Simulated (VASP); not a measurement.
# MnO2 (P-3m1) in VASP: further runs

The runs below take MnO2 through single point, with LDA, PBEsol.

Program: VASP 6.6.1. These are calculated values, not measurements. Logs are shortened: lines on timing, memory, paths and dates and some standing lists are left out, and cuts for length are marked.

## 1. The cell of the first run

Symmetry: P-3m1, No. 164, trigonal system. The conventional cell has a = 2.837 Å, b = 2.837 Å, c = 4.570 Å, α = 90.00°, β = 90.00°, γ = 120.00°. Within 2.5 Å of Mn (site symmetry -3m) lie 6 O at 1.89 Å. O (site symmetry 3m) has 3 Mn at 1.89 Å and 3 O at 2.50 Å within 2.5 Å.

## 2. Single point, LDA, collinear spin, ferromagnetic start (10.62 Å³/atom)

Contents of INCAR:

```
  ALGO = Normal
  EDIFF = 1E-7
  ENCUT = 520
  GGA = CA
  ISIF = 2
  ISMEAR = -1
  ISPIN = 2
  LASPH = True
  LCHARG = True
  LELF = True
  LMAXMIX = 4
  LORBIT = 11
  LREAL = False
  LVHAR = True
  LWAVE = False
  MAGMOM = 4 0 0
  NBANDS = 24
  NELM = 150
  PREC = Accurate
  SIGMA = 0.05
```

Contents of KPOINTS:

```
k-points
0
Gamma
  11 11 6
```

Contents of POSCAR:

```
MnO2
1.0
    2.8374059371      0.0000000000      0.0000000000
   -1.4187029685      2.4572656224      0.0000000000
    0.0000000000      0.0000000000      4.5704914233
Mn O
1 2
Direct
    0.0000000000      0.0000000000      0.5000000000
    0.3333333333      0.6666666667      0.7062925700
    0.6666666667      0.3333333333      0.2937074300
```

Potentials or basis: VASP PAW LDA potentials, release 64 (Mn_pv, O).

Command:

```
cat potpaw_LDA.64/Mn_pv/POTCAR potpaw_LDA.64/O/POTCAR > POTCAR
mpirun -np 1 vasp_std > vasp.out
```

OUTCAR:

```text
EDIFF = 1E-7
   ENCUT = 520
   GGA = CA
   ISIF = 2
   ISMEAR = -1
   ISPIN = 2
   LASPH = True
   LORBIT = 11
   LREAL = False
   NELM = 150
   PREC = Accurate

 ion  position               nearest neighbor table
   1  0.000  0.000  0.500-   2 1.89   3 1.89   2 1.89   3 1.89   3 1.89   2 1.89
   2  0.333  0.667  0.706-   1 1.89   1 1.89   1 1.89
   3  0.667  0.333  0.294-   1 1.89   1 1.89   1 1.89

  LATTYP: Found a hexagonal cell.
 ALAT       =     2.8374059371
 C/A-ratio  =     1.6107992739

  Lattice vectors:

 A1 = (   2.8374059371,   0.0000000000,   0.0000000000)
 A2 = (  -1.4187029685,   2.4572656224,   0.0000000000)
 A3 = (   0.0000000000,   0.0000000000,   4.5704914233)

Analysis of symmetry for initial positions (statically):
=====================================================================
 Subroutine PRICEL returns:
 Original cell was already a primitive cell.

 Routine SETGRP: Setting up the symmetry group for a
 hexagonal supercell.

 Subroutine GETGRP returns: Found 12 space group operations
 (whereof 12 operations were pure point group operations)
 out of a pool of 24 trial point group operations.

The static configuration has the point symmetry D_3d.

Analysis of symmetry for dynamics (positions and initial velocities):
=====================================================================
 Subroutine PRICEL returns:
 Original cell was already a primitive cell.

 Routine SETGRP: Setting up the symmetry group for a
 hexagonal supercell.

 Subroutine GETGRP returns: Found 12 space group operations
 (whereof 12 operations were pure point group operations)
 out of a pool of 24 trial point group operations.

The dynamic configuration has the point symmetry D_3d.

Analysis of structural, dynamic, and magnetic symmetry:
=====================================================================
 Subroutine PRICEL returns:
 Original cell was already a primitive cell.

 Routine SETGRP: Setting up the symmetry group for a
 hexagonal supercell.

 Subroutine GETGRP returns: Found 12 space group operations
 (whereof 12 operations were pure point group operations)
 out of a pool of 24 trial point group operations.

The overall configuration has the point symmetry D_3d.

 Subroutine INISYM returns: Found 12 space group operations
 (whereof 12 operations are pure point group operations),
 and found     1 'primitive' translations

----------------------------------------------------------------------------------------

[... 114 lines left out ...]
     AMIX_MAG =   1.60;   BMIX_MAG =  1.00
  volume/ion in A,a.u.               =      10.62        71.68
  Fermi-wavevector in a.u.,A,eV,Ry     =   1.509881  2.853261 31.017748  2.279740
  Thomas-Fermi vector in A             =   2.620144
   LORBIT       =     11    0 simple, 1 ext, 2 COOP (PROOUT), +10 PAW based schemes
   GGA     = CA    functional components
   LHFCALC =     F    Hartree Fock is set to
   AEXX    =    0.0000 exact exchange contribution
   IVDW    =     0    specifies the selected vdW correction
   LEPSILON=     F    determine dielectric tensor
   LRPA    =     F    only Hartree local field effects (RPA)
 spin polarized calculation
  energy-cutoff  :      520.00
  volume of cell :       31.87
 maximum number of plane-waves:       872
 NGX is ok and might be reduce to    24
   NGX = 11   NGY = 11   NGZ = 17

 number of electron      25.0000006 magnetization       2.9962223

 Free energy of the ion-electron system (eV)
  ---------------------------------------------------
  ext. energy  EPLUGINS =         0.00000000
  ---------------------------------------------------
  free energy    TOTEN  =       -26.14136633 eV

  energy without entropy =      -26.14059185  energy(sigma->0) =      -26.14097909

 E-fermi :   3.5595     XC(G=0): -11.5484

 val. band max:        3.4289560964   @ k =   0.0909   0.0000   0.5000
 cond. band min:       3.6638878563   @ k =   0.0000   0.0000   0.5000
 fundamental gap:      0.2349317600
 Fermi energy:         3.5594785193

 spin component 1

 k-point     1 :       0.0000    0.0000    0.0000
  band No.  band energies     occupation
      1     -46.5640      1.00000
      2     -46.5640      1.00000
      3     -46.5259      1.00000
      4     -16.3990      1.00000
      5     -13.8958      1.00000
      6      -3.2569      1.00000
[... 637 lines left out ...]
     23      24.2022      0.00000
     24      26.2547      0.00000

 [... further k-points ...]

 spin component 2

 k-point     1 :       0.0000    0.0000    0.0000
  band No.  band energies     occupation
      1     -43.8027      1.00000
      2     -43.8027      1.00000
      3     -43.6500      1.00000
      4     -16.1749      1.00000
      5     -13.7075      1.00000
      6      -2.5167      1.00000
[... 637 lines left out ...]
     23      24.8024      0.00000
     24      26.4486      0.00000

 [... further k-points ...]
[... 5 lines left out ...]
  --------------------------------------------------------------------------------------
  -------------------------------------------------------------------------------------
  Total       -0.8622983     -0.8622983     -0.5647771     -0.0000000      0.0000000     -0.0000000
  in kB      -43.3542451    -43.3542451    -28.3956065     -0.0000000      0.0000000     -0.0000000
  external PRESSURE =     -38.3680322 kB  Pullay stress =       0.0000000 kB

 VOLUME and BASIS-vectors are now :
 -----------------------------------------------------------------------------
  energy-cutoff  :      520.00
  volume of cell :       31.87
      direct lattice vectors                 reciprocal lattice vectors
     2.837405937  0.000000000  0.000000000     0.352434591  0.203478206  0.000000000
    -1.418702969  2.457265622  0.000000000     0.000000000  0.406956412  0.000000000
     0.000000000  0.000000000  4.570491423     0.000000000  0.000000000  0.218794853

 POSITION                                       TOTAL-FORCE (eV/Angst)
 -----------------------------------------------------------------------------------
      0.00000      0.00000      2.28525        -0.000000      0.000000      0.000000
     -0.00000      1.63818      3.22810        -0.000000      0.000000     -0.161525
      1.41870      0.81909      1.34239         0.000000     -0.000000      0.161525
 -----------------------------------------------------------------------------------
    total drift:                               -0.000000      0.000000      0.000000

  FREE ENERGIE OF THE ION-ELECTRON SYSTEM (eV)
  ---------------------------------------------------
  free  energy   TOTEN  =       -26.1413663306 eV

  energy  without entropy=      -26.1405918505  energy(sigma->0) =      -26.14097909

 total charge

# of ion       s       p       d       tot
------------------------------------------
    1        0.366   6.488   4.980  11.833
    2        1.570   3.402   0.000   4.972
    3        1.570   3.402   0.000   4.972
--------------------------------------------------
tot          3.506  13.291   4.980  21.777

 magnetization (x)

# of ion       s       p       d       tot
------------------------------------------
    1        0.029   0.036   2.698   2.764
    2        0.004   0.065   0.000   0.069
    3        0.004   0.065   0.000   0.069
--------------------------------------------------
tot          0.038   0.167   2.698   2.902
```

Wall time 1.8 min (1 thread of AMD EPYC 9R45 (Zen 5), shared host); peak memory 0.18 GiB.

Results:

```
Free energy                                           : -26.1414 eV
Pressure                                              : -3.8 GPa
Largest force                                         : 0.162 eV/Å
Band gap on the k mesh                                : 0.23 eV (least direct gap 0.27 eV)
Net moment                                            : 3.00 μB per cell
Site moments                                          : Mn +2.76; O +0.07 μB
Valence electrons inside the program's atomic spheres : Mn 11.83; O 4.97
```

Forces in eV/Å, atoms in the order of the input:
```
Mn   0.000  0.000  0.000
O    0.000  0.000 -0.162
O    0.000  0.000  0.162
```

Levels at points of the mesh, in eV from the valence-band top:
Spin up:
```csv
k point,band 10,band 11,band 12,band 13,band 14,band 15,band 16,band 17,band 18,band 19
"(0.00, 0.00, 0.00)",-2.42,-1.75,-1.75,-1.51,-0.37,2.69,2.69,6.85,10.06,14.49
"(0.00, 0.00, 0.50)",-2.42,-2.42,-1.79,-1.79,-0.03,2.74,2.74,8.84,9.36,13.08
```
Spin down:
| k point | band 7 | band 8 | band 9 | band 10 | band 11 | band 12 | band 13 | band 14 | band 15 | band 16 |
| --- | --- | --- | --- | --- | --- | --- | --- | --- | --- | --- |
| (0.00, 0.00, 0.00) | -5.44 | -5.44 | -1.59 | -1.59 | -1.29 | 0.24 | 0.24 | 1.95 | 4.05 | 4.05 |
| (0.00, 0.00, 0.50) | -5.43 | -4.98 | -2.73 | -1.63 | -1.63 | 0.23 | 0.23 | 2.12 | 4.10 | 4.10 |

Caveat: the cell stands under tension; an odd mesh through Γ misses points on the zone boundary, where band edges can lie; a cell with one magnetic atom can't hold antiferromagnetic order, which such compounds often take.

## 3. Single point, PBEsol, collinear spin, ferromagnetic start (10.62 Å³/atom)

Contents of INCAR:

```
PREC     = Accurate       # precision mode
ENCUT    = 520            # plane-wave cutoff, eV
EDIFF    = 1E-7           # SCF threshold, eV
ISMEAR   = -1             # smearing method
SIGMA    = 0.05           # smearing width, eV
LREAL    = False          # projectors in reciprocal space
LASPH    = True           # aspherical terms in the spheres
NELM     = 150            # most SCF steps
ALGO     = Normal         # electronic algorithm
ISIF     = 2              # what is computed and relaxed
LWAVE    = False          # write WAVECAR
LCHARG   = False          # write CHGCAR
ISPIN    = 2              # spin polarisation
MAGMOM   = 4 0 0          # initial moments
LORBIT   = 11             # projections on sites
LMAXMIX  = 4              # l up to which the mixer works
GGA      = PS             # functional
NBANDS   = 24             # bands
```

Contents of KPOINTS:

```
Automatic mesh
0
Gamma
  11 11 6
```

POSCAR is that of step 2.

Potentials or basis: VASP PAW PBE potentials, release 64 (Mn_pv, O).

Command:

```
cat potpaw_PBE.64/Mn_pv/POTCAR potpaw_PBE.64/O/POTCAR > POTCAR
mpirun -np 1 vasp_std > vasp.out
```

OUTCAR:

```text
PREC = Accurate
   ENCUT = 520
   EDIFF = 1E-7
   ISMEAR = -1
   LREAL = False
   LASPH = True
   NELM = 150
   ISIF = 2
   ISPIN = 2
   LORBIT = 11
   GGA = PS

 ion  position               nearest neighbor table
   1  0.000  0.000  0.500-   2 1.89   3 1.89   2 1.89   3 1.89   3 1.89   2 1.89
   2  0.333  0.667  0.706-   1 1.89   1 1.89   1 1.89
   3  0.667  0.333  0.294-   1 1.89   1 1.89   1 1.89

  LATTYP: Found a hexagonal cell.
 ALAT       =     2.8374059371
 C/A-ratio  =     1.6107992739

  Lattice vectors:

 A1 = (   2.8374059371,   0.0000000000,   0.0000000000)
 A2 = (  -1.4187029685,   2.4572656224,   0.0000000000)
 A3 = (   0.0000000000,   0.0000000000,   4.5704914233)

Analysis of symmetry for initial positions (statically):
=====================================================================
 Subroutine PRICEL returns:
 Original cell was already a primitive cell.

 Routine SETGRP: Setting up the symmetry group for a
 hexagonal supercell.

 Subroutine GETGRP returns: Found 12 space group operations
 (whereof 12 operations were pure point group operations)
 out of a pool of 24 trial point group operations.

The static configuration has the point symmetry D_3d.

Analysis of symmetry for dynamics (positions and initial velocities):
=====================================================================
 Subroutine PRICEL returns:
 Original cell was already a primitive cell.

 Routine SETGRP: Setting up the symmetry group for a
 hexagonal supercell.

 Subroutine GETGRP returns: Found 12 space group operations
 (whereof 12 operations were pure point group operations)
 out of a pool of 24 trial point group operations.

The dynamic configuration has the point symmetry D_3d.

Analysis of structural, dynamic, and magnetic symmetry:
=====================================================================
 Subroutine PRICEL returns:
 Original cell was already a primitive cell.

 Routine SETGRP: Setting up the symmetry group for a
[... 147 lines left out ...]

 Free energy of the ion-electron system (eV)
  ---------------------------------------------------
  ext. energy  EPLUGINS =         0.00000000
  ---------------------------------------------------
  free energy    TOTEN  =       -25.04777341 eV

  energy without entropy =      -25.04773709  energy(sigma->0) =      -25.04775525

 E-fermi :   3.7937     XC(G=0): -11.1668

 val. band max:        3.4695819382   @ k =   0.0909   0.0000   0.5000
 cond. band min:       4.0908994120   @ k =   0.0000   0.0000   0.5000
 fundamental gap:      0.6213174738
 Fermi energy:         3.7936952219

 spin component 1

 k-point     1 :       0.0000    0.0000    0.0000
  band No.  band energies     occupation
      1     -46.7825      1.00000
      2     -46.7825      1.00000
      3     -46.7688      1.00000
      4     -16.3954      1.00000
      5     -13.9336      1.00000
      6      -3.1180      1.00000
[... 637 lines left out ...]
     23      24.4143      0.00000
     24      26.7028      0.00000

 [... further k-points ...]

 spin component 2

 k-point     1 :       0.0000    0.0000    0.0000
  band No.  band energies     occupation
      1     -43.7685      1.00000
      2     -43.7685      1.00000
      3     -43.6080      1.00000
      4     -16.2077      1.00000
      5     -13.7899      1.00000
      6      -2.2749      1.00000
[... 637 lines left out ...]
     23      25.1156      0.00000
     24      26.8986      0.00000

 [... further k-points ...]
[... 5 lines left out ...]
  --------------------------------------------------------------------------------------
  -------------------------------------------------------------------------------------
  Total        0.5985331      0.5985331      0.5871134      0.0000000     -0.0000000      0.0000000
  in kB       30.0927766     30.0927766     29.5186209      0.0000000     -0.0000000      0.0000000
  external PRESSURE =      29.9013914 kB  Pullay stress =       0.0000000 kB

 VOLUME and BASIS-vectors are now :
 -----------------------------------------------------------------------------
  energy-cutoff  :      520.00
  volume of cell :       31.87
      direct lattice vectors                 reciprocal lattice vectors
     2.837405937  0.000000000  0.000000000     0.352434591  0.203478206  0.000000000
    -1.418702969  2.457265622  0.000000000     0.000000000  0.406956412  0.000000000
     0.000000000  0.000000000  4.570491423     0.000000000  0.000000000  0.218794853

 POSITION                                       TOTAL-FORCE (eV/Angst)
 -----------------------------------------------------------------------------------
      0.00000      0.00000      2.28525        -0.000000      0.000000      0.000000
     -0.00000      1.63818      3.22810        -0.000000      0.000000      0.218664
      1.41870      0.81909      1.34239         0.000000      0.000000     -0.218664
 -----------------------------------------------------------------------------------
    total drift:                               -0.000000      0.000000      0.000000

  FREE ENERGIE OF THE ION-ELECTRON SYSTEM (eV)
  ---------------------------------------------------
  free  energy   TOTEN  =       -25.0477734104 eV

  energy  without entropy=      -25.0477370858  energy(sigma->0) =      -25.04775525

 total charge

# of ion       s       p       d       tot
------------------------------------------
    1        0.369   6.495   4.959  11.823
    2        1.578   3.410   0.000   4.987
    3        1.578   3.410   0.000   4.987
--------------------------------------------------
tot          3.524  13.314   4.959  21.798

 magnetization (x)

# of ion       s       p       d       tot
------------------------------------------
    1        0.031   0.041   2.746   2.817
    2        0.004   0.047   0.000   0.050
    3        0.004   0.047   0.000   0.050
--------------------------------------------------
tot          0.038   0.134   2.746   2.918
```

stdout:

```text
POSCAR found type information on POSCAR MnO
 POSCAR found :  2 types and       3 ions
 scaLAPACK will be used
 -----------------------------------------------------------------------------
|                                                                             |
|                                                                             |
|     You enforced a specific xc type in the INCAR file but a different       |
|     I HOPE YOU KNOW WHAT YOU ARE DOING!                                     |
|                                                                             |
 -----------------------------------------------------------------------------

 LDA part: xc-table for (Slater+PW92), standard interpolation
 POSCAR, INCAR and KPOINTS ok, starting setup
 FFT: planning ... GRIDC
 FFT: planning ... GRID_SOFT
 FFT: planning ... GRID
 WAVECAR not read
 entering main loop
```

Wall time 1.8 min (1 thread of AMD EPYC 9R45 (Zen 5), shared host); peak memory 0.2 GiB.

Results:

```yaml
Free_energy: -25.0478 eV
Pressure: 3.0 GPa
Largest_force: 0.219 eV/Å
Band_gap_on_the_k_mesh: 0.62 eV (least direct gap 0.67 eV)
Net_moment: 3.00 μB per cell
Site_moments: Mn +2.82; O +0.05 μB
Valence_electrons_inside_the_program's_atomic_spheres: Mn 11.82; O 4.99
```

Forces in eV/Å, atoms in the order of the input:
```
Mn   0.000  0.000  0.000
O    0.000  0.000  0.219
O    0.000  0.000 -0.219
```

Caveat: the PAW data sets were made with another functional, which shifts forces and pressure a little; an odd mesh through Γ misses points on the zone boundary, where band edges can lie; a cell with one magnetic atom can't hold antiferromagnetic order, which such compounds often take.

(Part 1 of 2 ends here.)
